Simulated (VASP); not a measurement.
# As3Se (Pm-3n) in VASP: further runs, part 2 of 2

VASP 6.6.1. The steps go on from the part before.

### 3 Single point, PBE

This run uses another cell than the first one, of 20.45 Å³/atom, 1.014 times its volume.

Input file INCAR:

```
SYSTEM = As3Se
PREC = Accurate ; ENCUT = 500
EDIFF = 1E-6 ; ISMEAR = 0
SIGMA = 0.2 ; LREAL = .FALSE.
LASPH = .TRUE. ; NELM = 120
ALGO = Normal ; ISIF = 2
LWAVE = .FALSE. ; LCHARG = .FALSE.
GGA = PE ; NBANDS = 31
GGA_COMPAT = .FALSE.
```

Input file KPOINTS:

```
regular mesh
0
G
  3 3 3
  0 0 0
```

Input file POSCAR:

```
As3Se
1.0
    5.4696875000      0.0000000000      0.0000000000
    0.0000000000      5.4696875000      0.0000000000
    0.0000000000      0.0000000000      5.4696875000
As Se
6 2
Direct
    0.0000000000      0.5000000000      0.7500000000
    0.0000000000      0.5000000000      0.2500000000
    0.5000000000      0.2500000000      0.0000000000
    0.5000000000      0.7500000000      0.0000000000
    0.2500000000      0.0000000000      0.5000000000
    0.7500000000      0.0000000000      0.5000000000
    0.5000000000      0.5000000000      0.5000000000
    0.0000000000      0.0000000000      0.0000000000
```

Potentials or basis: VASP PAW PBE potentials, release 64 (As, Se).

Launch:

```bash
> cat potpaw_PBE.64/As/POTCAR potpaw_PBE.64/Se/POTCAR > POTCAR
> mpirun -np 1 vasp_std > vasp.out
```

OUTCAR:

```text
SYSTEM = As3Se
   PREC = Accurate
   ENCUT = 500
   EDIFF = 1E-6
   ISMEAR = 0
   LREAL = .FALSE.
   LASPH = .TRUE.
   NELM = 120
   ISIF = 2
   GGA = PE

 ion  position               nearest neighbor table
   1  0.000  0.500  0.750-   2 2.73   2 2.73
   2  0.000  0.500  0.250-   1 2.73   1 2.73
   3  0.500  0.250  0.000-   4 2.73   4 2.73
   4  0.500  0.750  0.000-   3 2.73   3 2.73
   5  0.250  0.000  0.500-   6 2.73   6 2.73
   6  0.750  0.000  0.500-   5 2.73   5 2.73
   7  0.500  0.500  0.500-
   8  0.000  0.000  0.000-

  LATTYP: Found a simple cubic cell.
 ALAT       =     5.4696875000

  Lattice vectors:

 A1 = (   5.4696875000,   0.0000000000,   0.0000000000)
 A2 = (   0.0000000000,   5.4696875000,   0.0000000000)
 A3 = (   0.0000000000,   0.0000000000,   5.4696875000)

Analysis of symmetry for initial positions (statically):
=====================================================================
 Subroutine PRICEL returns:
 Original cell was already a primitive cell.

 Routine SETGRP: Setting up the symmetry group for a
 simple cubic supercell.

 Subroutine GETGRP returns: Found 48 space group operations
 (whereof 24 operations were pure point group operations)
 out of a pool of 48 trial point group operations.

The static configuration has the point symmetry T_h .
 The point group associated with its full space group is O_h .

Analysis of symmetry for dynamics (positions and initial velocities):
=====================================================================
 Subroutine PRICEL returns:
 Original cell was already a primitive cell.

 Routine SETGRP: Setting up the symmetry group for a
 simple cubic supercell.

 Subroutine GETGRP returns: Found 48 space group operations
 (whereof 24 operations were pure point group operations)
 out of a pool of 48 trial point group operations.

The dynamic configuration has the point symmetry T_h .
 The point group associated with its full space group is O_h .

 Subroutine INISYM returns: Found 48 space group operations
 (whereof 24 operations are pure point group operations),
 and found     1 'primitive' translations

----------------------------------------------------------------------------------------

                                     Primitive cell

  volume of cell :     163.6393

  direct lattice vectors                    reciprocal lattice vectors
     5.469687500  0.000000000  0.000000000     0.182825801  0.000000000  0.000000000
     0.000000000  5.469687500  0.000000000     0.000000000  0.182825801  0.000000000
     0.000000000  0.000000000  5.469687500     0.000000000  0.000000000  0.182825801

  length of vectors
     5.469687500  5.469687500  5.469687500     0.182825801  0.182825801  0.182825801

  position of ions in fractional coordinates (direct lattice)
     0.000000000  0.500000000  0.750000000
     0.000000000  0.500000000  0.250000000
     0.500000000  0.250000000  0.000000000
     0.500000000  0.750000000  0.000000000
     0.250000000  0.000000000  0.500000000
[... 34 lines left out ...]
     0.000000000  0.000000000  0.000000000

 Subroutine IBZKPT returns following result:
 ===========================================

 Found      4 irreducible k-points:

 Following reciprocal coordinates:
            Coordinates               Weight
  0.000000  0.000000  0.000000      1.000000
  0.333333  0.000000  0.000000      6.000000
  0.333333  0.333333  0.000000     12.000000
  0.333333  0.333333  0.333333      8.000000
   k-points           NKPTS =      4   k-points in BZ     NKDIM =      4   number of bands    NBANDS=     31
   number of dos      NEDOS =    301   number of ions     NIONS =      8
   total plane-waves  NPLWV =  64000
   dimension x,y,z NGX =    40 NGY =   40 NGZ =   40
   dimension x,y,z NGXF=    80 NGYF=   80 NGZF=   80
   ions per type =               6   2
   NGX,Y,Z   is equivalent  to a cutoff of  12.16, 12.16, 12.16 a.u.
   NGXF,Y,Z  is equivalent  to a cutoff of  24.32, 24.32, 24.32 a.u.
 SYSTEM =  As3Se
   PREC   = accura    normal or accurate (medium, high low for compatibility)
   ISTART =      0    job   : 0-new  1-cont  2-samecut
   ICHARG =      2    charge: 1-file 2-atom 10-const
   ISPIN  =      1    spin polarized calculation?
   LNONCOLLINEAR =      F non collinear calculations
   LSORBIT =      F    spin-orbit coupling
   LASPH  =      T    aspherical Exc in radial PAW
   ENCUT  =  500.0 eV  36.75 Ry    6.06 a.u.   9.97  9.97  9.97*2*pi/ulx,y,z
   NELM   =    120;   NELMIN=  2; NELMDL= -5     # of ELM steps
   EDIFF  = 0.1E-05   stopping-criterion for ELM
   LREAL  =      F    real-space projection
   EDIFFG = 0.1E-04   stopping-criterion for IOM
   NSW    =      0    number of steps for IOM
   IBRION =     -1    ionic relax: 0-MD 1-quasi-New 2-CG
   NFREE  =      0    steps in history (QN), initial steepest desc. (CG)
   ISIF   =      2    stress and relaxation
   ISYM   =      2    0-nonsym 1-usesym 2-fastsym
   POTIM  = 0.5000    time-step for ionic-motion
   TEBEG  =    0.0;   TEEND  =   0.0 temperature during run
   PSTRESS=    0.0 pullay stress
   NELECT =      42.0000    total number of electrons
   NUPDOWN=      -1.0000    fix difference up-down
   EMIN   =  10.00;   EMAX   =-10.00  energy-range for DOS
   EFERMI =   0.00;   METHOD = LEGACY
   ISMEAR =     0;   SIGMA  =   0.20  broadening in eV -4-tet -1-fermi 0-gaus
   EFERMI_NEDOS =   21; number of points for ismear=-14 and -15
   IALGO  =     38    algorithm
   IMIX   =      4    mixing-type and parameters
     AMIX     =   0.40;   BMIX     =  1.00
     AMIX_MAG =   1.60;   BMIX_MAG =  1.00
  volume/ion in A,a.u.               =      20.45       138.04
  Fermi-wavevector in a.u.,A,eV,Ry     =   1.040388  1.966049 14.727049  1.082408
  Thomas-Fermi vector in A             =   2.174962
   LORBIT       =      0    0 simple, 1 ext, 2 COOP (PROOUT), +10 PAW based schemes
   GGA     = PE    functional components
   LHFCALC =     F    Hartree Fock is set to
   AEXX    =    0.0000 exact exchange contribution
   IVDW    =     0    specifies the selected vdW correction
   LEPSILON=     F    determine dielectric tensor
   LRPA    =     F    only Hartree local field effects (RPA)
 non-spin polarized calculation
 Gauss-broadening in eV      SIGMA  =   0.20
  energy-cutoff  :      500.00
  volume of cell :      163.64
 maximum number of plane-waves:      4173
 NGX is ok and might be reduce to    40
   NGX = 19   NGY = 19   NGZ = 19

 number of electron      42.0000008 magnetization

 Free energy of the ion-electron system (eV)
  ---------------------------------------------------
  ext. energy  EPLUGINS =         0.00000000
  ---------------------------------------------------
  free energy    TOTEN  =       -29.57678138 eV

  energy without entropy =      -29.40864243  energy(sigma->0) =      -29.49271190

 E-fermi :   5.9171     XC(G=0): -10.4786

 val. band max:        5.8721007652   @ k =   0.3333   0.3333   0.0000
 cond. band min:       6.0298303988   @ k =   0.0000   0.0000   0.0000
 fundamental gap:      0.1577296336
 Fermi energy:         5.9170961106

 k-point     1 :       0.0000    0.0000    0.0000
  band No.  band energies     occupation
      1      -9.5136      2.00000
      2      -7.6464      2.00000
      3      -5.5758      2.00000
      4      -5.5758      2.00000
      5      -5.0544      2.00000
      6      -3.6350      2.00000
[... 125 lines left out ...]
     30       7.7892      0.00000
     31       8.4545      0.00000

------------------------ aborting loop because EDIFF is reached ----------------------------------------

  FORCE on cell =-STRESS in cart. coord.  units (eV):
  Direction    XX          YY          ZZ          XY          YZ          ZX
  --------------------------------------------------------------------------------------
  -------------------------------------------------------------------------------------
  Total       -0.4026218     -0.4026218     -0.4026218     -0.0000000      0.0000000      0.0000000
  in kB       -3.9420332     -3.9420332     -3.9420332     -0.0000000      0.0000000      0.0000000
  external PRESSURE =      -3.9420332 kB  Pullay stress =       0.0000000 kB

 VOLUME and BASIS-vectors are now :
 -----------------------------------------------------------------------------
  energy-cutoff  :      500.00
  volume of cell :      163.64
      direct lattice vectors                 reciprocal lattice vectors
     5.469687500  0.000000000  0.000000000     0.182825801  0.000000000  0.000000000
     0.000000000  5.469687500  0.000000000     0.000000000  0.182825801  0.000000000
     0.000000000  0.000000000  5.469687500     0.000000000  0.000000000  0.182825801

 POSITION                                       TOTAL-FORCE (eV/Angst)
 -----------------------------------------------------------------------------------
      0.00000      2.73484      4.10227         0.000000     -0.000000      0.000000
      0.00000      2.73484      1.36742        -0.000000      0.000000     -0.000000
      2.73484      1.36742      0.00000        -0.000000     -0.000000      0.000000
      2.73484      4.10227      0.00000         0.000000     -0.000000      0.000000
      1.36742      0.00000      2.73484        -0.000000      0.000000     -0.000000
      4.10227      0.00000      2.73484         0.000000     -0.000000      0.000000
      2.73484      2.73484      2.73484         0.000000     -0.000000     -0.000000
      0.00000      0.00000      0.00000         0.000000     -0.000000     -0.000000
 -----------------------------------------------------------------------------------
    total drift:                                0.000000      0.000000     -0.000000

  FREE ENERGIE OF THE ION-ELECTRON SYSTEM (eV)
  ---------------------------------------------------
  free  energy   TOTEN  =       -29.5767813793 eV

  energy  without entropy=      -29.4086424271  energy(sigma->0) =      -29.49271190
```

It took 13 s on 1 thread of Intel Xeon 6975P-C (Granite Rapids), shared host; peak memory 0.23 GiB.

What came out:

* Free energy: -29.5768 eV
* Pressure: -0.4 GPa
* Band gap on the k mesh: zero (band 21 reaches 6.03 eV, above the bottom of band 22 at 5.73 eV)

Levels at points of the mesh, in eV from the Fermi level:
```csv
k point,band 19,band 20,band 21,band 22,band 23,band 24
"(0.00, 0.00, 0.00)",-1.86,-1.86,0.11,0.11,0.11,0.76
```

Caveat: the k points lie up to 0.38 Å⁻¹ apart.
